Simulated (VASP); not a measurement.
## Hf3F: single point with LDA

The system is Hf3F, a slab with vacuum.

```xyz
4
Lattice="3.0829 0.0000 0.0000 0.0000 3.0829 0.0000 0.0000 0.0000 21.0928" Properties=species:S:1:pos:R:3 pbc="T T T"
Hf    1.5415    1.5415    4.0000
Hf    0.0000    0.0000    6.0480
Hf    1.5415    1.5415    8.0928
F     1.9268    1.9268   12.1628
```

```yaml
Program: VASP 6.6.1
Task: single point
Functional: LDA
Potentials_or_basis: VASP PAW LDA potentials, release 64 (Hf_pv, F)
Cutoff: 520 eV
k_mesh: 9 × 9 × 1
Occupations: gaussian, width 0.1 eV
Spin: no spin polarisation
Dipole_correction: yes
Further_INCAR_settings: ALGO = Normal; EDIFF = 1e-06; NBANDS = 26
```

* Largest force: 0.641 eV/Å
* Band gap on the k mesh: zero (an odd number of electrons rules out a gap without spin polarisation)

Forces on the atoms (eV/Å):
```
Hf   0.001  0.001  0.039
Hf  -0.002 -0.002 -0.045
Hf   0.008  0.008  0.641
F   -0.007 -0.007 -0.635
```

Levels at points of the mesh, in eV from the Fermi level:
| k point | band 17 | band 18 | band 19 | band 20 | band 21 | band 22 |
| --- | --- | --- | --- | --- | --- | --- |
| (0.00, 0.00, 0.00) | 0.02 | 0.03 | 0.03 | 0.91 | 1.01 | 1.71 |

Wall time 7.5 min on 1 thread of Intel(R) Xeon(R) Platinum 8488C (Sapphire Rapids), with other jobs on the host, peak memory 0.29 GiB.

Caveat: spin-orbit coupling is left out, which moves the levels of the heavy elements; an odd number of electrons without spin polarisation forces a metal; a magnetic or distorted state may lie lower.
